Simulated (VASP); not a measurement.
# SiN (Pnnm) in VASP: further runs

SiN is run at these levels: PBE; tasks: relaxation of shape and atoms at fixed volume, relaxation of cell and atoms.

Program: VASP 6.6.1. These are calculated values, not measurements. Logs are shortened: lines on timing, memory, paths and dates and some standing lists are left out, and cuts for length are marked.

## Step 1: The cell of the first run

It takes space group Pnnm (No. 58, orthorhombic). Conventional cell: a = 4.781 Å, b = 7.201 Å, c = 2.874 Å, α = 90.00°, β = 90.00°, γ = 90.00°. Within 2.3 Å of Si (site symmetry m) lie 3 N at 1.73 to 1.74 Å. N (site symmetry m) has 3 Si at 1.73 to 1.74 Å within 2.3 Å.

## Step 2: Relaxation of shape and atoms at fixed volume, PBE (volume scaled by 0.97)

Input file INCAR:

```
SYSTEM = SiN
  PREC = Accurate
  ENCUT = 600
  EDIFF = 1E-7
  ISMEAR = 0
  SIGMA = 0.02
  LREAL = .FALSE.
  LASPH = .TRUE.
  NELM = 100
  ALGO = Normal
  ISIF = 4
  LWAVE = .FALSE.
  LCHARG = .FALSE.
  GGA = PE
  IBRION = 2
  NSW = 50
  EDIFFG = -0.01
```

Input file KPOINTS:

```
regular mesh
0
G
  6 4 10
  0 0 0
```

Input file POSCAR:

```
SiN
1.0
    4.7813599278      0.0000000000      0.0000000000
    0.0000000000      7.2007564502      0.0000000000
    0.0000000000      0.0000000000      2.8742185935
Si N
4 4
Direct
    0.9628111454      0.8389348805      0.0000000000
    0.4628111454      0.6610651195      0.5000000000
    0.0371888546      0.1610651195      0.0000000000
    0.5371888546      0.3389348805      0.5000000000
    0.2837904855      0.7243316361      0.0000000000
    0.7837904855      0.7756683639      0.5000000000
    0.7162095145      0.2756683639      0.0000000000
    0.2162095145      0.2243316361      0.5000000000
```

Potentials or basis: VASP PAW PBE potentials, release 64 (Si, N).

Started as:

```bash
cat potpaw_PBE.64/Si/POTCAR potpaw_PBE.64/N/POTCAR > POTCAR
mpirun -np 1 vasp_std > vasp.out
```

OUTCAR:

```text
SYSTEM = SiN
   PREC = Accurate
   ENCUT = 600
   EDIFF = 1E-7
   ISMEAR = 0
   LREAL = .FALSE.
   LASPH = .TRUE.
   NELM = 100
   ISIF = 4
   GGA = PE
   IBRION = 2
   NSW = 50
   EDIFFG = -0.01

 ion  position               nearest neighbor table
   1  0.963  0.839  0.000-   6 1.73   6 1.73   5 1.74   3 2.35   2 3.07   2 3.07   2 3.07   2 3.07

   2  0.463  0.661  0.500-   5 1.73   5 1.73   6 1.74   4 2.35   1 3.07   1 3.07   1 3.07   1 3.07

   3  0.037  0.161  0.000-   8 1.73   8 1.73   7 1.74   1 2.35   4 3.07   4 3.07   4 3.07   4 3.07

   4  0.537  0.339  0.500-   7 1.73   7 1.73   8 1.74   2 2.35   3 3.07   3 3.07   3 3.07   3 3.07

   5  0.284  0.724  0.000-   2 1.73   2 1.73   1 1.74
   6  0.784  0.776  0.500-   1 1.73   1 1.73   2 1.74
   7  0.716  0.276  0.000-   4 1.73   4 1.73   3 1.74
   8  0.216  0.224  0.500-   3 1.73   3 1.73   4 1.74

  LATTYP: Found a simple orthorhombic cell.
 ALAT       =     2.8742185935
 B/A-ratio  =     1.6635338518
 C/A-ratio  =     2.5052918614

  Lattice vectors:

 A1 = (   0.0000000000,   0.0000000000,   2.8742185935)
 A2 = (   4.7813599278,   0.0000000000,   0.0000000000)
 A3 = (   0.0000000000,   7.2007564502,   0.0000000000)

Analysis of symmetry for initial positions (statically):
=====================================================================
 Subroutine PRICEL returns:
 Original cell was already a primitive cell.

 Routine SETGRP: Setting up the symmetry group for a
 simple orthorhombic supercell.

 Subroutine GETGRP returns: Found  8 space group operations
 (whereof  4 operations were pure point group operations)
 out of a pool of  8 trial point group operations.

The static configuration has the point symmetry C_2h.
 The point group associated with its full space group is D_2h.

Analysis of symmetry for dynamics (positions and initial velocities):
=====================================================================
 Subroutine PRICEL returns:
 Original cell was already a primitive cell.

 Routine SETGRP: Setting up the symmetry group for a
 simple orthorhombic supercell.

 Subroutine GETGRP returns: Found  8 space group operations
 (whereof  4 operations were pure point group operations)
 out of a pool of  8 trial point group operations.

The dynamic configuration has the point symmetry C_2h.
 The point group associated with its full space group is D_2h.

 Subroutine INISYM returns: Found  8 space group operations
 (whereof  4 operations are pure point group operations),
 and found     1 'primitive' translations

----------------------------------------------------------------------------------------

                                     Primitive cell

  volume of cell :      98.9576

  direct lattice vectors                    reciprocal lattice vectors
     4.781359928  0.000000000  0.000000000     0.209145518  0.000000000  0.000000000
     0.000000000  7.200756450  0.000000000     0.000000000  0.138874298  0.000000000
     0.000000000  0.000000000  2.874218594     0.000000000  0.000000000  0.347920650

  length of vectors
     4.781359928  7.200756450  2.874218594     0.209145518  0.138874298  0.347920650

  position of ions in fractional coordinates (direct lattice)
     0.962811145  0.838934880  0.000000000
     0.462811145  0.661065120  0.500000000
     0.037188855  0.161065120  0.000000000
     0.537188855  0.338934880  0.500000000
     0.283790485  0.724331636  0.000000000
     0.783790485  0.775668364  0.500000000
     0.716209515  0.275668364  0.000000000
     0.216209515  0.224331636  0.500000000

  ion indices of the primitive-cell ions
   primitive index   ion index
                 1           1
                 2           2
                 3           3
                 4           4
                 5           5
                 6           6
                 7           7
                 8           8

----------------------------------------------------------------------------------------

 KPOINTS: regular mesh

Automatic generation of k-mesh.
 Grid dimensions read from file:
 generate k-points for:    6    4   10

 Generating k-lattice:

  Cartesian coordinates                     Fractional coordinates (reciprocal lattice)
     0.034857586  0.000000000  0.000000000     0.166666667  0.000000000  0.000000000
     0.000000000  0.034718575  0.000000000     0.000000000  0.250000000  0.000000000
     0.000000000  0.000000000  0.034792065     0.000000000  0.000000000  0.100000000

  Length of vectors
     0.034857586  0.034718575  0.034792065

  Shift w.r.t. Gamma in fractional coordinates (k-lattice)
     0.000000000  0.000000000  0.000000000

 Subroutine IBZKPT returns following result:
 ===========================================

 Found     72 irreducible k-points:

 Following reciprocal coordinates:
            Coordinates               Weight
  0.000000  0.000000  0.000000      1.000000
  0.166667  0.000000  0.000000      2.000000
  0.333333  0.000000  0.000000      2.000000
  0.500000  0.000000  0.000000      1.000000
  0.000000  0.250000  0.000000      2.000000
  0.166667  0.250000  0.000000      4.000000
[... 16 lines left out ...]
  0.333333  0.500000  0.100000      4.000000
  0.500000  0.500000  0.100000      2.000000
 [... further k-points ...]
   k-points           NKPTS =     72   k-points in BZ     NKDIM =     72   number of bands    NBANDS=     23
   number of dos      NEDOS =    301   number of ions     NIONS =      8
   total plane-waves  NPLWV =  57600
   dimension x,y,z NGX =    40 NGY =   60 NGZ =   24
   dimension x,y,z NGXF=    80 NGYF=  120 NGZF=   48
   ions per type =               4   4
   NGX,Y,Z   is equivalent  to a cutoff of  13.91, 13.85, 13.88 a.u.
   NGXF,Y,Z  is equivalent  to a cutoff of  27.82, 27.70, 27.76 a.u.
 SYSTEM =  SiN
   PREC   = accura    normal or accurate (medium, high low for compatibility)
   ISTART =      0    job   : 0-new  1-cont  2-samecut
   ICHARG =      2    charge: 1-file 2-atom 10-const
   ISPIN  =      1    spin polarized calculation?
   LNONCOLLINEAR =      F non collinear calculations
   LSORBIT =      F    spin-orbit coupling
   LASPH  =      T    aspherical Exc in radial PAW
   ENCUT  =  600.0 eV  44.10 Ry    6.64 a.u.   9.55 14.38  5.74*2*pi/ulx,y,z
   NELM   =    100;   NELMIN=  2; NELMDL= -5     # of ELM steps
   EDIFF  = 0.1E-06   stopping-criterion for ELM
   LREAL  =      F    real-space projection
   EDIFFG = -.1E-01   stopping-criterion for IOM
   NSW    =     50    number of steps for IOM
   IBRION =      2    ionic relax: 0-MD 1-quasi-New 2-CG
   NFREE  =      1    steps in history (QN), initial steepest desc. (CG)
   ISIF   =      4    stress and relaxation
   ISYM   =      2    0-nonsym 1-usesym 2-fastsym
   POTIM  = 0.5000    time-step for ionic-motion
   TEBEG  =    0.0;   TEEND  =   0.0 temperature during run
   PSTRESS=    0.0 pullay stress
   NELECT =      36.0000    total number of electrons
   NUPDOWN=      -1.0000    fix difference up-down
   EMIN   =  10.00;   EMAX   =-10.00  energy-range for DOS
   EFERMI =   0.00;   METHOD = LEGACY
   ISMEAR =     0;   SIGMA  =   0.02  broadening in eV -4-tet -1-fermi 0-gaus
   EFERMI_NEDOS =   21; number of points for ismear=-14 and -15
   IALGO  =     38    algorithm
   IMIX   =      4    mixing-type and parameters
     AMIX     =   0.40;   BMIX     =  1.00
     AMIX_MAG =   1.60;   BMIX_MAG =  1.00
  volume/ion in A,a.u.               =      12.37        83.47
  Fermi-wavevector in a.u.,A,eV,Ry     =   1.168672  2.208469 18.582751  1.365794
  Thomas-Fermi vector in A             =   2.305155
   LORBIT       =      0    0 simple, 1 ext, 2 COOP (PROOUT), +10 PAW based schemes
   GGA     = PE    functional components
   LHFCALC =     F    Hartree Fock is set to
   AEXX    =    0.0000 exact exchange contribution
   IVDW    =     0    specifies the selected vdW correction
   LEPSILON=     F    determine dielectric tensor
   LRPA    =     F    only Hartree local field effects (RPA)
 conjugate gradient relaxation of ions
 non-spin polarized calculation
 Gauss-broadening in eV      SIGMA  =   0.02
  energy-cutoff  :      600.00
  volume of cell :       98.96
 maximum number of plane-waves:      3340
 NGX is ok and might be reduce to    40
   NGX = 19   NGY = 29   NGZ = 11

--------------------------------------- Ionic step        1  -------------------------------------------

 number of electron      35.9999995 magnetization

 Free energy of the ion-electron system (eV)
  ---------------------------------------------------
  ext. energy  EPLUGINS =         0.00000000
  ---------------------------------------------------
  free energy    TOTEN  =       -61.73366727 eV

  energy without entropy =      -61.73366727  energy(sigma->0) =      -61.73366727

------------------------ aborting loop because EDIFF is reached ----------------------------------------

  FORCE on cell =-STRESS in cart. coord.  units (eV):
  Direction    XX          YY          ZZ          XY          YZ          ZX
  --------------------------------------------------------------------------------------
  -------------------------------------------------------------------------------------
  Total        4.0123832      2.2067885      4.4749794      0.0000000      0.0000000      0.0000000
  in kB       64.9626344     35.7290887     72.4523146      0.0000000      0.0000000      0.0000000
  external PRESSURE =      57.7146792 kB  Pullay stress =       0.0000000 kB
[... 107 lines left out ...]
  FREE ENERGIE OF THE ION-ELECTRON SYSTEM (eV)
  ---------------------------------------------------
  free  energy   TOTEN  =       -61.7397886971 eV

  energy  without entropy=      -61.7397886971  energy(sigma->0) =      -61.73978870

[... ionic steps 4 to 28 ...]

--------------------------------------- Ionic step       29  -------------------------------------------

 number of electron      36.0000000 magnetization

------------------------ aborting loop because EDIFF is reached ----------------------------------------

  FORCE on cell =-STRESS in cart. coord.  units (eV):
  Direction    XX          YY          ZZ          XY          YZ          ZX
  --------------------------------------------------------------------------------------
  -------------------------------------------------------------------------------------
  Total        2.7738914      2.6724050      2.5933727      0.0000000      0.0000000      0.0000000
  in kB       44.9107895     43.2676700     41.9880938      0.0000000      0.0000000      0.0000000
  external PRESSURE =      43.3888511 kB  Pullay stress =       0.0000000 kB
[... 69 lines left out ...]
  energy  without entropy=      -61.7456451405  energy(sigma->0) =      -61.74564514

--------------------------------------- Ionic step       31  -------------------------------------------

 number of electron      36.0000000 magnetization

 Free energy of the ion-electron system (eV)
  ---------------------------------------------------
  ext. energy  EPLUGINS =         0.00000000
  ---------------------------------------------------
  free energy    TOTEN  =       -61.74572874 eV

  energy without entropy =      -61.74572874  energy(sigma->0) =      -61.74572874

 E-fermi :   6.7338     XC(G=0): -10.0921

 val. band max:        6.6460891317   @ k =   0.0000   0.0000   0.1000
 cond. band min:       8.2704200266   @ k =   0.5000   0.0000   0.5000
 fundamental gap:      1.6243308950
 Fermi energy:         6.7337629499

 k-point     1 :       0.0000    0.0000    0.0000
  band No.  band energies     occupation
      1     -11.8602      2.00000
      2     -11.4455      2.00000
      3      -9.1881      2.00000
      4      -9.1670      2.00000
      5      -4.4967      2.00000
      6      -3.0336      2.00000
[... 613 lines left out ...]
     22      11.9037      0.00000
     23      12.8521      0.00000

 [... further k-points ...]
[... 5 lines left out ...]
  --------------------------------------------------------------------------------------
  -------------------------------------------------------------------------------------
  Total        2.7071027      2.6584300      2.6920401      0.0000000      0.0000000      0.0000000
  in kB       43.8294447     43.0414067     43.5855730      0.0000000      0.0000000      0.0000000
  external PRESSURE =      43.4854748 kB  Pullay stress =       0.0000000 kB
[... 23 lines left out ...]
  FREE ENERGIE OF THE ION-ELECTRON SYSTEM (eV)
  ---------------------------------------------------
  free  energy   TOTEN  =       -61.7457287434 eV

  energy  without entropy=      -61.7457287434  energy(sigma->0) =      -61.74572874

 reached required accuracy - stopping structural energy minimisation
```

It took 18 min on 1 thread of Intel Xeon 6975P-C (Granite Rapids), shared host; peak memory 0.32 GiB.

Results:

* Free energy: -61.7457 eV
* Energy gained by relaxing: 1.5 meV/atom
* Ionic steps: 31
* Pressure after relaxing: 4.3 GPa
* Largest force after relaxing: 0.010 eV/Å
* Band gap on the k mesh: 1.62 eV, indirect (least direct gap 2.24 eV)

Forces in eV/Å, atoms in the order of the input:
```
Si   0.004  0.009  0.000
Si   0.004 -0.009  0.000
Si  -0.004 -0.009  0.000
Si  -0.004  0.009  0.000
N    0.002 -0.007  0.000
N    0.002  0.007  0.000
N   -0.002  0.007  0.000
N   -0.002 -0.007  0.000
```

Step by step:
| step | energy change (eV) | largest force (eV/Å) | pressure (GPa) | volume (Å³) |
| --- | --- | --- | --- | --- |
| 1 | 0.0000 | 0.1992 | 5.77 | 98.96 |
| 2 | 0.0020 | 0.4490 | 4.44 | 98.96 |
| 3 | -0.0061 | 0.1112 | 5.13 | 98.96 |
| 4 | -0.0078 | 0.0854 | 4.91 | 98.96 |
| 5 | -0.0079 | 0.0692 | 4.94 | 98.96 |
| 6 | -0.0085 | 0.0346 | 4.85 | 98.96 |
| 7 | -0.0085 | 0.0216 | 4.87 | 98.96 |
| 8 | -0.0088 | 0.0185 | 4.84 | 98.96 |
| 9 | -0.0089 | 0.0232 | 4.82 | 98.96 |
| 10 | -0.0090 | 0.0148 | 4.83 | 98.96 |
| 11 | -0.0090 | 0.0279 | 4.84 | 98.96 |
| 12 | -0.0091 | 0.0224 | 4.82 | 98.96 |
| 13 | -0.0092 | 0.0218 | 4.78 | 98.96 |
| 14 | -0.0092 | 0.0239 | 4.78 | 98.96 |
| 15 | -0.0092 | 0.0234 | 4.77 | 98.96 |
| 16 | -0.0093 | 0.0231 | 4.76 | 98.96 |
| 17 | -0.0094 | 0.0304 | 4.73 | 98.96 |
| 18 | -0.0095 | 0.0732 | 4.67 | 98.96 |
| 19 | -0.0095 | 0.0591 | 4.69 | 98.96 |
| 20 | -0.0095 | 0.0589 | 4.69 | 98.96 |
| 21 | -0.0095 | 0.0585 | 4.68 | 98.96 |
| 22 | -0.0096 | 0.0577 | 4.68 | 98.96 |
| 23 | -0.0098 | 0.0562 | 4.67 | 98.96 |
| 24 | -0.0101 | 0.0531 | 4.65 | 98.96 |
| 25 | -0.0107 | 0.0475 | 4.60 | 98.96 |
| 26 | -0.0116 | 0.0385 | 4.49 | 98.96 |
| 27 | -0.0115 | 0.0360 | 4.16 | 98.96 |
| 28 | -0.0119 | 0.0354 | 4.36 | 98.96 |
| 29 | -0.0120 | 0.0357 | 4.34 | 98.96 |
| 30 | -0.0120 | 0.0251 | 4.34 | 98.96 |
| 31 | -0.0121 | 0.0099 | 4.35 | 98.96 |

Final structure:
```
Si N
1.0
     4.78233    0.00000    0.00000
     0.00000    7.17495    0.00000
     0.00000    0.00000    2.88397
Si N
4 4
Direct
  0.95305 0.84030 0.00000
  0.45305 0.65970 0.50000
  0.04695 0.15970 0.00000
  0.54695 0.34030 0.50000
  0.26997 0.71890 0.00000
  0.76997 0.78110 0.50000
  0.73003 0.28110 0.00000
  0.23003 0.21890 0.50000
```

Caveat: the cell differs from its parent crystal (volume scaled by 0.97). A k mesh can miss the band edges.

(Continued in part 2 of 2.)
